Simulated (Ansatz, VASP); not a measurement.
# One calculation of NaH, two programs

File INCAR:

```
PREC     = Accurate       # precision mode
ENCUT    = 520            # plane-wave cutoff, eV
EDIFF    = 1E-6           # SCF threshold, eV
ISMEAR   = 0              # smearing method
SIGMA    = 0.05           # smearing width, eV
LREAL    = False          # projectors in reciprocal space
LASPH    = True           # aspherical terms in the spheres
NELM     = 80             # most SCF steps
ALGO     = Normal         # electronic algorithm
ISIF     = 2              # what is computed and relaxed
LWAVE    = False          # write WAVECAR
LCHARG   = True           # write CHGCAR
GGA      = PE             # functional
LELF     = True           # ELF
LVHAR    = True         
NBANDS   = 11             # bands
```

The input KPOINTS:

```
Automatic mesh
0
Gamma
  10 10 10
```

Contents of POSCAR:

```
NaH
1.0
    3.1028802000      0.0000000000      0.0000000000
    0.0000000000      3.1028802000      0.0000000000
    0.0000000000      0.0000000000      2.8073678000
Na H
1 1
Direct
    0.0000000000      0.0000000000      0.0000000000
    0.5000000000      0.5000000000      0.5000000000
```

Input for Ansatz:

```yaml
crystal:
  lattice:
    - [3.1028802, 0.0, 0.0]
    - [0.0, 3.1028802, 0.0]
    - [0.0, 0.0, 2.8073678]
  atoms:
    - { symbol: Na, position: [0.0, 0.0, 0.0] }
    - { symbol: H, position: [0.5, 0.5, 0.5] }
basis:
  ecutwfc: 420
kpoints:
  mp_grid: { grid: [10, 10, 10] }
hamiltonian:
  xc: pbe
scf:
  occupations: { method: gaussian, width: 0.05 }
output:
  forces: true
  stress: true
  eigenvalues: true
```

Change from the starting cell: strain +0.050 along x and y, -0.050 along z, atoms carried along.

Alike in both runs: task single point; functional PBE; k mesh 10 × 10 × 10; occupations gaussian, width 0.05 eV; no spin polarisation.

```csv
,VASP,Ansatz
version,VASP 6.6.1,Ansatz 0.2.0
potentials or method,"VASP PAW PBE potentials, release 64 (Na_pv, H), cutoff 520 eV","scalar-relativistic, plane waves, PAW"
valence electrons in the cell,8,10
```

Ansatz gave:

* gap on the k mesh at the Fermi level (eV): 0.65
* least direct gap on the mesh (eV): 4.19
* pressure (GPa): -0.7
* traceless stress, the component that is largest in VASP (GPa): 7.11

Question: Which values does VASP return?

Answer: gap on the k mesh at the Fermi level (eV): 0.65; least direct gap on the mesh (eV): 4.18; pressure (GPa): -0.7; traceless stress, the component that is largest in VASP (GPa): 7.11.

VASP's potentials hold 8 valence electrons a cell and Ansatz's 10, so a difference there can come from the potentials and not from the codes.
